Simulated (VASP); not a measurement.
A run of VASP 6.6.1 is set up as follows.

INCAR

```
PREC     = Accurate       # precision mode
ENCUT    = 600            # plane-wave cutoff, eV
EDIFF    = 1E-7           # SCF threshold, eV
ISMEAR   = 0              # smearing method
SIGMA    = 0.2            # smearing width, eV
LREAL    = F              # projectors in reciprocal space
LASPH    = T              # aspherical terms in the spheres
NELM     = 200            # most SCF steps
ALGO     = Normal         # electronic algorithm
ISIF     = 3              # what is computed and relaxed
LWAVE    = F              # write WAVECAR
LCHARG   = F              # write CHGCAR
GGA      = PE             # functional
IBRION   = 2              # ionic algorithm
NSW      = 36             # ionic steps
EDIFFG   = -0.08          # ionic threshold
GGA_COMPAT= F            
NELMIN   = 4            
LMAXMIX  = 6              # l up to which the mixer works
```

File KPOINTS:

```
regular mesh
0
Gamma
  4 4 4
```

File POSCAR:

```
Ho2O
1.0
   -3.3897870200      3.3897870200      2.7795722600
    3.3897870200     -3.3897870200      2.7795722600
    3.3897870200      3.3897870200     -2.7795722600
Ho O
4 2
Direct
    0.6629999900      0.1629999900      0.8259999800
    0.1629999900      0.3370000100      0.5000000000
    0.3370000100      0.8370000100      0.1740000200
    0.8370000100      0.6629999900      0.5000000000
    0.2500000000      0.2500000000      0.0000000000
    0.7500000000      0.7500000000      0.0000000000
```

Potentials or basis: VASP PAW PBE potentials, release 64 (Ho_3, O), 4f in core.

The run is started by

```bash
$ cat potpaw_PBE.64/Ho_3/POTCAR potpaw_PBE.64/O/POTCAR > POTCAR
$ mpirun -np 1 vasp_std > vasp.out
```

**Question.** What does it give for the relaxed cell?

**Answer.** a = 5.203 Å, b = 5.203 Å, c = 5.203 Å, α = 107.52°, β = 107.52°, γ = 113.46°.

**Question.** Estimate the relaxed volume.

**Answer.** 18.01 Å³/atom.

Final structure:
```
Ho O
1.0
    -3.07599    3.07599    2.85442
     3.07599   -3.07599    2.85442
     3.07599    3.07599   -2.85442
Ho O
4 2
Direct
  0.67656 0.17656 0.85313
  0.17656 0.32344 0.50000
  0.32344 0.82344 0.14687
  0.82344 0.67656 0.50000
  0.25000 0.25000 0.00000
  0.75000 0.75000 0.00000
```

Caveat: the k points lie up to 0.38 Å⁻¹ apart in the final cell; the volume moved by over 15 % at a fixed basis, so the end points are rough; the highest band is partly filled, so the run has too few bands; spin-orbit coupling is left out, which moves the levels of the heavy elements; the 4f electrons are frozen in the core, so they carry no moment and show no levels; the run has no spin polarisation, though such a crystal can be magnetic. Spin polarisation is off, so any magnetic state and its effect on volume and gap are missing.
